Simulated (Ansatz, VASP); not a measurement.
# Ti: VASP beside Ansatz

```
CELL_PARAMETERS angstrom
2.89936 0.00000 0.00000
-1.44968 2.51092 0.00000
0.00000 0.00000 4.59562
ATOMIC_POSITIONS crystal
Ti 0.33333 0.66667 0.25000
Ti 0.66667 0.33333 0.75000
```

Alike in both runs: functional PBEsol; k mesh 13 × 13 × 7; occupations fermi-dirac, width 0.05 eV; no spin polarisation.

Ansatz relaxed the structure, and its values are those at the end. VASP's run is a single point on that final structure, the one shown.

|  | VASP | Ansatz |
| --- | --- | --- |
| version | VASP 6.6.1 | Ansatz 0.2.0 |
| potentials or method | VASP PAW PBE potentials, release 64 (Ti_sv) | plane-wave PAW, scalar-relativistic |
| plane-wave cutoff (eV) | 500 | 420 |
| valence electrons in the cell | 24 | 24 |

Ansatz gave:

- pressure (GPa): 0.0

What did VASP give for the same quantities?

Pressure (GPa): -0.3.

VASP's potentials were made for PBE, not for PBEsol.
